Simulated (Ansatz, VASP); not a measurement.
# Cs4Ti in VASP and in Ansatz

```xyz
5
Lattice="5.7882 0.0000 0.0000 -2.8941 5.0128 0.0000 0.0000 0.0000 8.0556" Properties=species:S:1:pos:R:3 pbc="T T T"
Cs    0.0000    3.3418    6.3086
Cs    0.0000    3.3418    1.7470
Cs    2.8941    1.6709    1.7470
Cs    2.8941    1.6709    6.3086
Ti    0.0000    0.0000    0.0000
```

Alike in both runs: task single point; functional PBE; k mesh 3 × 3 × 2; occupations gaussian, width 0.1 eV; no spin polarisation.

|  | VASP | Ansatz |
| --- | --- | --- |
| version | VASP 6.6.1 | Ansatz 0.2.0 |
| potentials or method | VASP PAW PBE potentials, release 64 (Cs_sv, Ti_sv), cutoff 520 eV | scalar-relativistic, plane waves, PAW |
| valence electrons in the cell | 48 | 48 |

```csv
,VASP,Ansatz,Ansatz less VASP
gap on the k mesh at the Fermi level (eV),none,none,-
pressure (GPa),4.8,4.6,-0.16
"traceless stress, the component that is largest in VASP (GPa)",-1.91,-1.87,+0.045
rms of the force components (eV/Å),0.331,0.317,-0.0138
```

Atom by atom the forces differ by 0.014 eV/Å (rms over components). A gap of «none» marks a metal or a gap that the smearing closes.

The k mesh is coarse, so the values compare programs but aren't converged. Neither program's run includes spin-orbit coupling.
